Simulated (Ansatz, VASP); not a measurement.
# One calculation of Au, two programs

```
Au
1.0
     0.00000    3.08188    3.08188
     3.08188    0.00000    3.08188
     3.08188    3.08188    0.00000
Au
2
Direct
  0.00000 0.00000 0.00000
  0.25000 0.25000 0.25000
```

Alike in both runs: task relaxation of cell and atoms; functional PBE; k mesh 16 × 16 × 16; occupations gaussian, width 0.1 eV; no spin polarisation.

|  | VASP | Ansatz |
| --- | --- | --- |
| version | VASP 6.6.1 | Ansatz 0.2.0 |
| potentials or method | VASP PAW PBE potentials, release 64 (Au), cutoff 600 eV | scalar-relativistic, plane waves, PAW |
| valence electrons in the cell | 22 | 38 |

|  | VASP | Ansatz | Ansatz less VASP |
| --- | --- | --- | --- |
| gap on the k mesh at the Fermi level, each at its own relaxed structure (eV) | none | none | - |
| relaxed volume (Å³/atom) | 29.21 | 29.27 | +0.061 |
| relaxed length of the cell vector where the two differ most in proportion (Å) | 4.355 | 4.358 | +0.0030 |

A gap of «none» marks a metal or a gap that the smearing closes. VASP's potentials hold 22 valence electrons a cell and Ansatz's 38, so a difference there can come from the potentials and not from the codes.

Spin-orbit coupling is off throughout.
